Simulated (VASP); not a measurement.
# V2N3 (P-3m1) in VASP: further runs

Runs on V2N3. Level: PBEsol. Tasks: relaxation of shape and atoms at fixed volume.

Everything below comes from runs of VASP 6.6.1. Logs are shortened: lines on timing, memory, paths and dates and some standing lists are left out, and cuts for length are marked.

## (1) The cell of the first run

Symmetry: P-3m1, No. 164, trigonal system. Conventional cell: a = 2.648 Å, b = 2.648 Å, c = 6.011 Å, α = 90.00°, β = 90.00°, γ = 120.00°. Within 2.7 Å of V (site symmetry 3m) lie 6 N at 1.93 to 1.94 Å and 6 V at 2.65 Å. N (site symmetry -3m) has 6 V at 1.94 Å and 8 N at 2.36 to 2.65 Å within 2.7 Å. N (site symmetry 3m) has 1 N at 1.29 Å within 1.7 Å.

## (2) Relaxation of shape and atoms at fixed volume, PBEsol (7.30 Å³/atom)

File INCAR:

```
SYSTEM = V2N3
PREC = Accurate
ENCUT = 600
EDIFF = 1E-6
ISMEAR = 0
SIGMA = 0.1
LREAL = .False.
LASPH = .True.
NELM = 60
ALGO = Normal
ISIF = 4
LWAVE = .False.
LCHARG = .False.
GGA = PS
IBRION = 2
NSW = 50
EDIFFG = -0.01
```

File KPOINTS:

```
regular mesh
0
Gamma
  12 12 6
  0 0 0
```

File POSCAR:

```
V2N3
1.0
    2.6475001646      0.0000000000      0.0000000000
   -1.3237500823      2.2928023991      0.0000000000
    0.0000000000      0.0000000000      6.0113211838
V N
2 3
Direct
    0.6666666667      0.3333333333      0.3023713711
    0.3333333333      0.6666666667      0.6976286289
    0.0000000000      0.0000000000      0.5000000000
    0.0000000000      0.0000000000      0.1075754711
    0.0000000000      0.0000000000      0.8924245289
```

Potentials or basis: VASP PAW PBE potentials, release 64 (V_sv, N).

The run is started by

```
$ cat potpaw_PBE.64/V_sv/POTCAR potpaw_PBE.64/N/POTCAR > POTCAR
$ mpirun -np 1 vasp_std > vasp.out
```

OUTCAR:

```text
SYSTEM = V2N3
   PREC = Accurate
   ENCUT = 600
   EDIFF = 1E-6
   ISMEAR = 0
   LREAL = .False.
   LASPH = .True.
   NELM = 60
   ISIF = 4
   GGA = PS
   IBRION = 2
   NSW = 50
   EDIFFG = -0.01

 ion  position               nearest neighbor table
   1  0.667  0.333  0.302-   4 1.93   4 1.93   4 1.93   3 1.94   3 1.94   3 1.94   2 2.83   2 2.83
                             2 2.83
   2  0.333  0.667  0.698-   5 1.93   5 1.93   5 1.93   3 1.94   3 1.94   3 1.94   1 2.83   1 2.83
                             1 2.83
   3  0.000  0.000  0.500-   1 1.94   2 1.94   1 1.94   2 1.94   1 1.94   2 1.94
   4  0.000  0.000  0.108-   5 1.29   1 1.93   1 1.93   1 1.93
   5  0.000  0.000  0.892-   4 1.29   2 1.93   2 1.93   2 1.93

  LATTYP: Found a hexagonal cell.
 ALAT       =     2.6475001646
 C/A-ratio  =     2.2705649896

  Lattice vectors:

 A1 = (   2.6475001646,   0.0000000000,   0.0000000000)
 A2 = (  -1.3237500823,   2.2928023991,   0.0000000000)
 A3 = (   0.0000000000,   0.0000000000,   6.0113211838)

Analysis of symmetry for initial positions (statically):
=====================================================================
 Subroutine PRICEL returns:
 Original cell was already a primitive cell.

 Routine SETGRP: Setting up the symmetry group for a
 hexagonal supercell.

 Subroutine GETGRP returns: Found 12 space group operations
 (whereof 12 operations were pure point group operations)
 out of a pool of 24 trial point group operations.

The static configuration has the point symmetry D_3d.

Analysis of symmetry for dynamics (positions and initial velocities):
=====================================================================
 Subroutine PRICEL returns:
 Original cell was already a primitive cell.

 Routine SETGRP: Setting up the symmetry group for a
 hexagonal supercell.

 Subroutine GETGRP returns: Found 12 space group operations
 (whereof 12 operations were pure point group operations)
 out of a pool of 24 trial point group operations.

The dynamic configuration has the point symmetry D_3d.

 Subroutine INISYM returns: Found 12 space group operations
 (whereof 12 operations are pure point group operations),
 and found     1 'primitive' translations

----------------------------------------------------------------------------------------

                                     Primitive cell

  volume of cell :      36.4899

  direct lattice vectors                    reciprocal lattice vectors
     2.647500165  0.000000000  0.000000000     0.377714802  0.218073743  0.000000000
    -1.323750082  2.292802399  0.000000000     0.000000000  0.436147485  0.000000000
     0.000000000  0.000000000  6.011321184     0.000000000  0.000000000  0.166352782

  length of vectors
     2.647500165  2.647500165  6.011321184     0.436147485  0.436147485  0.166352782

  position of ions in fractional coordinates (direct lattice)
     0.666666667  0.333333333  0.302371371
     0.333333333  0.666666667  0.697628629
     0.000000000  0.000000000  0.500000000
     0.000000000  0.000000000  0.107575471
     0.000000000  0.000000000  0.892424529

  ion indices of the primitive-cell ions
   primitive index   ion index
                 1           1
                 2           2
                 3           3
                 4           4
                 5           5

----------------------------------------------------------------------------------------

 KPOINTS: regular mesh

Automatic generation of k-mesh.
 Grid dimensions read from file:
 generate k-points for:   12   12    6

 Generating k-lattice:

  Cartesian coordinates                     Fractional coordinates (reciprocal lattice)
     0.031476233  0.018172812  0.000000000     0.083333333  0.000000000  0.000000000
     0.000000000  0.036345624  0.000000000     0.000000000  0.083333333  0.000000000
     0.000000000  0.000000000  0.027725464     0.000000000  0.000000000  0.166666667

  Length of vectors
     0.036345624  0.036345624  0.027725464

  Shift w.r.t. Gamma in fractional coordinates (k-lattice)
     0.000000000  0.000000000  0.000000000

 Subroutine IBZKPT returns following result:
 ===========================================

 Found    100 irreducible k-points:

 Following reciprocal coordinates:
            Coordinates               Weight
  0.000000  0.000000  0.000000      1.000000
  0.083333  0.000000  0.000000      6.000000
  0.166667  0.000000  0.000000      6.000000
  0.250000  0.000000  0.000000      6.000000
  0.333333  0.000000  0.000000      6.000000
  0.416667  0.000000  0.000000      6.000000
[... 16 lines left out ...]
  0.166667  0.000000  0.166667      6.000000
  0.000000  0.166667  0.166667      6.000000
 [... further k-points ...]
   k-points           NKPTS =    100   k-points in BZ     NKDIM =    100   number of bands    NBANDS=     24
   number of dos      NEDOS =    301   number of ions     NIONS =      5
   total plane-waves  NPLWV =  27648
   dimension x,y,z NGX =    24 NGY =   24 NGZ =   48
   dimension x,y,z NGXF=    48 NGYF=   48 NGZF=   96
   ions per type =               2   3
   NGX,Y,Z   is equivalent  to a cutoff of  15.07, 15.07, 13.27 a.u.
   NGXF,Y,Z  is equivalent  to a cutoff of  30.14, 30.14, 26.55 a.u.
 SYSTEM =  V2N3
   PREC   = accura    normal or accurate (medium, high low for compatibility)
   ISTART =      0    job   : 0-new  1-cont  2-samecut
   ICHARG =      2    charge: 1-file 2-atom 10-const
   ISPIN  =      1    spin polarized calculation?
   LNONCOLLINEAR =      F non collinear calculations
   LSORBIT =      F    spin-orbit coupling
   LASPH  =      T    aspherical Exc in radial PAW
   ENCUT  =  600.0 eV  44.10 Ry    6.64 a.u.   5.29  5.29 12.01*2*pi/ulx,y,z
   NELM   =     60;   NELMIN=  2; NELMDL= -5     # of ELM steps
   EDIFF  = 0.1E-05   stopping-criterion for ELM
   LREAL  =      F    real-space projection
   EDIFFG = -.1E-01   stopping-criterion for IOM
   NSW    =     50    number of steps for IOM
   IBRION =      2    ionic relax: 0-MD 1-quasi-New 2-CG
   NFREE  =      1    steps in history (QN), initial steepest desc. (CG)
   ISIF   =      4    stress and relaxation
   ISYM   =      2    0-nonsym 1-usesym 2-fastsym
   POTIM  = 0.5000    time-step for ionic-motion
   TEBEG  =    0.0;   TEEND  =   0.0 temperature during run
   PSTRESS=    0.0 pullay stress
   NELECT =      41.0000    total number of electrons
   NUPDOWN=      -1.0000    fix difference up-down
   EMIN   =  10.00;   EMAX   =-10.00  energy-range for DOS
   EFERMI =   0.00;   METHOD = LEGACY
   ISMEAR =     0;   SIGMA  =   0.10  broadening in eV -4-tet -1-fermi 0-gaus
   EFERMI_NEDOS =   21; number of points for ismear=-14 and -15
   IALGO  =     38    algorithm
   IMIX   =      4    mixing-type and parameters
     AMIX     =   0.40;   BMIX     =  1.00
     AMIX_MAG =   1.60;   BMIX_MAG =  1.00
  volume/ion in A,a.u.               =       7.30        49.25
  Fermi-wavevector in a.u.,A,eV,Ry     =   1.701944  3.216208 39.410817  2.896613
  Thomas-Fermi vector in A             =   2.781804
   LORBIT       =      0    0 simple, 1 ext, 2 COOP (PROOUT), +10 PAW based schemes
   GGA     = PS    functional components
   LHFCALC =     F    Hartree Fock is set to
   AEXX    =    0.0000 exact exchange contribution
   IVDW    =     0    specifies the selected vdW correction
   LEPSILON=     F    determine dielectric tensor
   LRPA    =     F    only Hartree local field effects (RPA)
 conjugate gradient relaxation of ions
 non-spin polarized calculation
 Gauss-broadening in eV      SIGMA  =   0.10
  energy-cutoff  :      600.00
  volume of cell :       36.49
 maximum number of plane-waves:      1234
 NGX is ok and might be reduce to    24
   NGX = 11   NGY = 11   NGZ = 25

--------------------------------------- Ionic step        1  -------------------------------------------

 number of electron      40.9999992 magnetization

 Free energy of the ion-electron system (eV)
  ---------------------------------------------------
  ext. energy  EPLUGINS =         0.00000000
  ---------------------------------------------------
  free energy    TOTEN  =       -49.11603020 eV

  energy without entropy =      -49.10898136  energy(sigma->0) =      -49.11250578

------------------------ aborting loop because EDIFF is reached ----------------------------------------

  FORCE on cell =-STRESS in cart. coord.  units (eV):
  Direction    XX          YY          ZZ          XY          YZ          ZX
  --------------------------------------------------------------------------------------
  -------------------------------------------------------------------------------------
  Total       12.1422588     12.1422588     13.7496455      0.0000000      0.0000000     -0.0000000
  in kB      533.1353910    533.1353910    603.7116115      0.0000000      0.0000000     -0.0000000
  external PRESSURE =     556.6607978 kB  Pullay stress =       0.0000000 kB
[... 297 lines left out ...]
  energy  without entropy=      -49.1129147609  energy(sigma->0) =      -49.11648979

--------------------------------------- Ionic step        9  -------------------------------------------

 number of electron      40.9999990 magnetization

 Free energy of the ion-electron system (eV)
  ---------------------------------------------------
  ext. energy  EPLUGINS =         0.00000000
  ---------------------------------------------------
  free energy    TOTEN  =       -49.12007839 eV

  energy without entropy =      -49.11294728  energy(sigma->0) =      -49.11651284

 E-fermi :  12.1239     XC(G=0): -14.3644

 val. band max:       12.0952232299   @ k =   0.0833   0.0000   0.3333
 cond. band min:      12.1305914875   @ k =  -0.0833   0.4167   0.3333
 fundamental gap:      0.0353682575
 Fermi energy:        12.1239410422

 k-point     1 :       0.0000    0.0000    0.0000
  band No.  band energies     occupation
      1     -52.1449      2.00000
      2     -52.0825      2.00000
      3     -26.4073      2.00000
      4     -25.9444      2.00000
      5     -25.7443      2.00000
      6     -25.7443      2.00000
[... 637 lines left out ...]
     23      14.1708      0.00000
     24      14.3987      0.00000

 [... further k-points ...]

------------------------ aborting loop because EDIFF is reached ----------------------------------------

  FORCE on cell =-STRESS in cart. coord.  units (eV):
  Direction    XX          YY          ZZ          XY          YZ          ZX
  --------------------------------------------------------------------------------------
  -------------------------------------------------------------------------------------
  Total       12.4678488     12.4678488     12.4743676      0.0000000      0.0000000      0.0000000
  in kB      547.4312097    547.4312097    547.7174344      0.0000000      0.0000000      0.0000000
  external PRESSURE =     547.5266179 kB  Pullay stress =       0.0000000 kB
[... 20 lines left out ...]
  FREE ENERGIE OF THE ION-ELECTRON SYSTEM (eV)
  ---------------------------------------------------
  free  energy   TOTEN  =       -49.1200783855 eV

  energy  without entropy=      -49.1129472847  energy(sigma->0) =      -49.11651284

 reached required accuracy - stopping structural energy minimisation
```

Wall time 9.3 min (1 thread of Intel Xeon 8259CL, shared host); peak memory 0.24 GiB.

Results:

* Free energy: -49.1201 eV
* Energy gained by relaxing: 0.8 meV/atom
* Ionic steps: 9
* Pressure after relaxing: 54.8 GPa
* Band gap on the k mesh: zero (an odd number of electrons rules out a gap without spin polarisation)

Step by step:
| step | energy change (eV) | largest force (eV/Å) | pressure (GPa) | volume (Å³) |
| --- | --- | --- | --- | --- |
| 1 | 0.0000 | 0.2515 | 55.67 | 36.49 |
| 2 | 0.0195 | 1.2853 | 53.49 | 36.49 |
| 3 | -0.0029 | 0.1991 | 55.08 | 36.49 |
| 4 | -0.0027 | 0.1952 | 54.42 | 36.49 |
| 5 | -0.0040 | 0.0665 | 54.74 | 36.49 |
| 6 | -0.0040 | 0.0466 | 54.79 | 36.49 |
| 7 | -0.0040 | 0.0130 | 54.82 | 36.49 |
| 8 | -0.0040 | 0.0358 | 54.75 | 36.49 |
| 9 | -0.0040 | 0.0016 | 54.75 | 36.49 |

Final structure:
```yaml
crystal:
  lattice:
    - [2.64096, 0.00000, 0.00000]
    - [-1.32048, 2.28714, 0.00000]
    - [0.00000, 0.00000, 6.04113]
  atoms:
    - { symbol: V, position: [0.66667, 0.33333, 0.30237] }
    - { symbol: V, position: [0.33333, 0.66667, 0.69763] }
    - { symbol: N, position: [0.00000, 0.00000, 0.50000] }
    - { symbol: N, position: [0.00000, 0.00000, 0.10761] }
    - { symbol: N, position: [0.00000, 0.00000, 0.89239] }
```

Levels at points of the mesh, in eV from the Fermi level:
| k point | band 17 | band 18 | band 19 | band 20 | band 21 | band 22 | band 23 | band 24 |
| --- | --- | --- | --- | --- | --- | --- | --- | --- |
| (0.00, 0.00, 0.00) | -3.80 | -2.23 | -2.23 | -0.80 | 0.59 | 0.59 | 1.22 | 2.54 |
| (0.50, 0.00, 0.00) | -3.93 | -3.78 | -1.50 | -1.47 | 0.24 | 2.44 | 2.68 | 3.16 |
| (0.00, 0.00, 0.50) | -3.75 | -1.93 | -1.23 | -1.23 | 0.31 | 0.31 | 1.29 | 1.70 |
| (0.50, 0.00, 0.50) | -5.20 | -2.72 | -2.04 | -0.45 | 0.33 | 2.31 | 2.96 | 3.10 |

Caveat: the PAW data sets were made with another functional, which shifts forces and pressure a little; the run has no spin polarisation, though such a crystal can be magnetic. With open d or f shells a metallic result of PBEsol can be an artefact of self-interaction; +U or a hybrid may open a gap.

## (3) Relaxation of shape and atoms at fixed volume, PBEsol (7.55 Å³/atom)

This run uses another cell than the first one, of 7.55 Å³/atom.

File INCAR:

```
PREC = Accurate
ENCUT = 600
EDIFF = 1E-6
ISMEAR = 0
SIGMA = 0.1
LREAL = False
LASPH = True
NELM = 100
ALGO = Normal
ISIF = 4
LWAVE = False
LCHARG = False
GGA = PS
IBRION = 2
NSW = 50
EDIFFG = -0.01
```

File KPOINTS:

```
Automatic mesh
0
Gamma
  12 12 6
```

File POSCAR:

```
V2N3
1.0
    2.6829191920      0.0000000000      0.0000000000
   -1.3414595960      2.3234761765      0.0000000000
    0.0000000000      0.0000000000      6.0532060894
V N
2 3
Direct
    0.6666666667      0.3333333333      0.3022848217
    0.3333333333      0.6666666667      0.6977151783
    0.0000000000      0.0000000000      0.5000000000
    0.0000000000      0.0000000000      0.1075804009
    0.0000000000      0.0000000000      0.8924195991
```

Potentials or basis: VASP PAW PBE potentials, release 64 (V_sv, N).

The run is started by

```
$ cat potpaw_PBE.64/V_sv/POTCAR potpaw_PBE.64/N/POTCAR > POTCAR
$ mpirun -np 1 vasp_std > vasp.out
```

It took 11 min on 1 thread of Intel Xeon 8259CL, shared host; peak memory 0.24 GiB.

The run converged. Its results:

```
Free energy               : -49.4812 eV
Energy gained by relaxing : 0.7 meV/atom
Ionic steps               : 9
Pressure after relaxing   : 37.8 GPa
Band gap on the k mesh    : zero (an odd number of electrons rules out a gap without spin polarisation)
```

Step by step:
```tsv
step	energy change (eV)	largest force (eV/Å)	pressure (GPa)	volume (Å³)
1	0.0000	0.2505	38.67	37.73
2	0.0164	1.1375	36.60	37.73
3	-0.0028	0.1687	38.05	37.73
4	-0.0028	0.1440	37.54	37.73
5	-0.0036	0.0535	37.78	37.73
6	-0.0036	0.0330	37.80	37.73
7	-0.0036	0.0103	37.83	37.73
8	-0.0036	0.0259	37.78	37.73
9	-0.0036	0.0018	37.78	37.73
```

Final structure:
```yaml
crystal:
  lattice:
    - [2.67671, 0.00000, 0.00000]
    - [-1.33836, 2.31810, 0.00000]
    - [0.00000, 0.00000, 6.08131]
  atoms:
    - { symbol: V, position: [0.66667, 0.33333, 0.30231] }
    - { symbol: V, position: [0.33333, 0.66667, 0.69769] }
    - { symbol: N, position: [0.00000, 0.00000, 0.50000] }
    - { symbol: N, position: [0.00000, 0.00000, 0.10767] }
    - { symbol: N, position: [0.00000, 0.00000, 0.89233] }
```

Levels at points of the mesh, in eV from the Fermi level:
```tsv
k point	band 18	band 19	band 20	band 21	band 22	band 23
(0.00, 0.00, 0.00)	-2.19	-2.19	-0.74	0.53	0.53	1.20
(0.50, 0.00, 0.00)	-3.69	-1.45	-1.44	0.24	2.28	2.51
(0.00, 0.00, 0.50)	-1.81	-1.23	-1.23	0.28	0.28	1.25
(0.50, 0.00, 0.50)	-2.62	-2.00	-0.50	0.32	2.16	2.78
```

Caveat: the PAW data sets were made with another functional, which shifts forces and pressure a little; the run has no spin polarisation, though such a crystal can be magnetic. With open d or f shells a metallic result of PBEsol can be an artefact of self-interaction; +U or a hybrid may open a gap.
